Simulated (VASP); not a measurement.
A run of VASP 6.6.1:

Contents of POSCAR:

```
LaAg
1.0
    3.8552470000      0.0000000000      0.0000000000
    0.0000000000      3.8552470000      0.0000000000
    0.0000000000      0.0000000000      3.8552470000
La Ag
1 1
Direct
    0.5000000000      0.5000000000      0.5000000000
    0.0000000000      0.0000000000      0.0000000000
```

Contents of INCAR.step1:

```
ALGO = Normal
EDIFF = 1E-4
ENCUT = 600
GGA = PE
ISMEAR = -1
LASPH = True
LCHARG = False
LREAL = False
LWAVE = True
NELM = 60
PREC = Accurate
SIGMA = 0.1
```

File INCAR.step2:

```
ALGO = Normal
EDIFF = 1E-7
EDIFFG = -0.03
ENCUT = 600
IBRION = 2
ISIF = 3
ISMEAR = -1
ISTART = 1
LASPH = True
LCHARG = False
LMIXTAU = True
LREAL = False
LWAVE = False
METAGGA = R2SCAN
NELM = 60
NSW = 60
PREC = Accurate
PSTRESS = 50.0
SIGMA = 0.1
```

File KPOINTS:

```
k-points
0
Gamma
  9 9 9
```

Potentials or basis: VASP PAW PBE potentials, release 64 (La, Ag).

Command:

```console
$ cat potpaw_PBE.64/La/POTCAR potpaw_PBE.64/Ag/POTCAR > POTCAR
$ cp INCAR.step1 INCAR
$ mpirun -np 1 vasp_std > vasp.out
$ cp INCAR.step2 INCAR
$ mpirun -np 1 vasp_std > vasp.out
```

Hardware: 1 thread of Oxide Virtual Turin-like Processor, with other jobs on the host.

Estimate the wall time of this run.

Run time: 4.7 min on 1 thread of Oxide Virtual Turin-like Processor (shared host), peak memory 0.2 GiB. Counts: k points 35, ion steps 3.
